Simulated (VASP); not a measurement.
Write the native input for VASP 6.6.1 that does the following.

```yaml
Task: single point
Functional: PBEsol
Potentials_or_basis: VASP PAW PBE potentials, release 64 (Hf_pv)
Cutoff: 520 eV
k_mesh: 11 × 11 × 11
Occupations: fermi-dirac, width 0.1 eV
Spin: no spin polarisation
Dipole_correction: no
Further_INCAR_settings: ALGO = Normal; EDIFF = 1e-07; NBANDS = 11
```

The structure of Hf lies in POSCAR:

```
Hf
1.0
    0.0000000000      2.1975742243      2.1975742243
    2.1975742243      0.0000000000      2.1975742243
    2.1975742243      2.1975742243      0.0000000000
Hf
1
Direct
    0.0000000000      0.0000000000      0.0000000000
```

These files were run (other wordings do the same):

INCAR

```
SYSTEM = Hf
PREC = Accurate
ENCUT = 520
EDIFF = 1E-7
ISMEAR = -1
SIGMA = 0.1
LREAL = .FALSE.
LASPH = .TRUE.
NELM = 80
ALGO = Normal
ISIF = 2
LWAVE = .FALSE.
LCHARG = .FALSE.
GGA = PS
NBANDS = 11
```

KPOINTS

```
Automatic mesh
0
G
  11 11 11
  0 0 0
```

Potentials or basis: VASP PAW PBE potentials, release 64 (Hf_pv).

Run with:

```bash
$ cat potpaw_PBE.64/Hf_pv/POTCAR > POTCAR
$ mpirun -np 1 vasp_std > vasp.out
```

It gave:

```
Pressure               : 1.4 GPa
Band gap on the k mesh : zero (band 5 reaches 6.36 eV, above the bottom of band 6 at 4.60 eV)
```

Caveat: the PAW data sets were made with another functional, which shifts forces and pressure a little; spin-orbit coupling is left out, which moves the levels of the heavy elements.

Run time: 6.7 s on 1 thread of Intel(R) Xeon(R) Platinum 8375C CPU @ 2.90GHz (Ice Lake), with other jobs on the host, peak memory 0.14 GiB.
